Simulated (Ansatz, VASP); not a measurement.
## GaN: VASP beside Ansatz

The input POSCAR:

```
GaN
1.0
    3.0557730310      0.0000000000      0.0000000000
   -1.5278865155      2.6463770731      0.0000000000
    0.0000000000      0.0000000000      5.2840008476
Ga N
2 2
Direct
    0.6666666667      0.3333333333      0.5044806400
    0.3333333333      0.6666666667      1.0044806400
    0.6666666667      0.3333333333      0.8705193600
    0.3333333333      0.6666666667      0.3705193600
```

File INCAR.step1:

```
  PREC = Accurate
  ENCUT = 520
  ISMEAR = 0
  SIGMA = 0.02
  LREAL = F
  LASPH = T
  NELM = 60
  NBANDS = 26
  GGA = PE
  ALGO = Normal
  EDIFF = 1E-4
  LWAVE = T
  LCHARG = F
```

INCAR.step2

```
  PREC = Accurate
  ENCUT = 520
  EDIFF = 1E-7
  ISMEAR = 0
  SIGMA = 0.02
  LREAL = F
  LASPH = T
  NELM = 60
  ALGO = Normal
  ISIF = 2
  LWAVE = F
  LCHARG = F
  METAGGA = R2SCAN
  LMIXTAU = T
  NBANDS = 26
  ISTART = 1
```

File KPOINTS:

```
Automatic mesh
0
Gamma
  12 12 6
```

Input for Ansatz:

```yaml
crystal:
  lattice:
    - [3.055773031, 0.0, 0.0]
    - [-1.5278865155, 2.6463770731, 0.0]
    - [0.0, 0.0, 5.2840008476]
  atoms:
    - { symbol: Ga, position: [0.6666666667, 0.3333333333, 0.50448064] }
    - { symbol: Ga, position: [0.3333333333, 0.6666666667, 1.00448064] }
    - { symbol: "N", position: [0.6666666667, 0.3333333333, 0.87051936] }
    - { symbol: "N", position: [0.3333333333, 0.6666666667, 0.37051936] }
basis:
  ecutwfc: 500
kpoints:
  mp_grid: { grid: [12, 12, 6] }
  band_path: { path: [VBM, CBM], npoints: 2 }
hamiltonian:
  xc: r2scan
scf:
  occupations: { method: gaussian, width: 0.02 }
output:
  forces: true
  stress: true
  eigenvalues: true
checkpoint:
  read: start.run
  write: ck
  compress: false
  write_wavefunctions: false
  write_every: 100000
```

Alike in both runs: task single point; functional r2SCAN; k mesh 12 × 12 × 6; occupations gaussian, width 0.02 eV; no spin polarisation.

|  | VASP | Ansatz |
| --- | --- | --- |
| version | VASP 6.6.1 | Ansatz 0.2.0 |
| potentials or method | VASP PAW PBE potentials, release 64 (Ga_d, N), cutoff 520 eV | scalar-relativistic, plane waves, PAW |
| valence electrons in the cell | 36 | 36 |

|  | VASP | Ansatz | Ansatz less VASP |
| --- | --- | --- | --- |
| gap on the k mesh at the Fermi level (eV) | 2.40 | 2.42 | +0.012 |
| least direct gap on the mesh (eV) | 2.40 | 2.42 | +0.012 |
| pressure (GPa) | 15.1 | 13.8 | -1.27 |
| traceless stress, the component that is largest in VASP (GPa) | -13.95 | -13.85 | +0.102 |
| rms of the force components (eV/Å) | 0.011 | 0.000 | -0.0110 |

VASP's potentials were made for PBE, not for r2SCAN. Atom by atom the forces differ by 0.011 eV/Å (rms over components).
